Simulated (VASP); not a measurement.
Wanted: the native input for a VASP 6.6.1 run.

```yaml
Task: single point
Functional: PBE
Potentials_or_basis: VASP PAW PBE potentials, release 64 (B, P)
Cutoff: 520 eV
k_mesh: 20 × 20 × 20
Occupations: gaussian, width 0.1 eV
Spin: no spin polarisation
Dipole_correction: no
Further_INCAR_settings: ALGO = Normal; EDIFF = 1e-06; NBANDS = 11
```

The structure of BP lies in POSCAR:

```
BP
1.0
    2.6911242855      0.0000000000      0.0000000000
    0.0000000000      2.6911242855      0.0000000000
    0.0000000000      0.0000000000      2.7640220169
B P
1 1
Direct
    0.0000000000      0.0000000000      0.0000000000
    0.5000000000      0.5000000000      0.5000000000
```

One way to write it, as run:

INCAR

```
ALGO     = Normal         # electronic algorithm
EDIFF    = 1E-6           # SCF threshold, eV
ENCUT    = 520            # plane-wave cutoff, eV
GGA      = PE             # functional
ISIF     = 2              # what is computed and relaxed
ISMEAR   = 0              # smearing method
LASPH    = T              # aspherical terms in the spheres
LCHARG   = F              # write CHGCAR
LREAL    = F              # projectors in reciprocal space
LWAVE    = F              # write WAVECAR
NBANDS   = 11             # bands
NELM     = 60             # most SCF steps
PREC     = Accurate       # precision mode
SIGMA    = 0.1            # smearing width, eV
```

KPOINTS

```
k-points
0
Gamma
  20 20 20
```

Potentials or basis: VASP PAW PBE potentials, release 64 (B, P).

The run is started by

```console
$ cat potpaw_PBE.64/B/POTCAR potpaw_PBE.64/P/POTCAR > POTCAR
$ mpirun -np 1 vasp_std > vasp.out
```

It gave:

```yaml
Pressure: -0.2 GPa
Band_gap_on_the_k_mesh: zero (band 4 reaches 13.13 eV, above the bottom of band 5 at 6.73 eV)
```

Wall time 2 min on 1 thread of AMD EPYC 7R13 Processor (Zen 3) (shared host), peak memory 0.22 GiB.
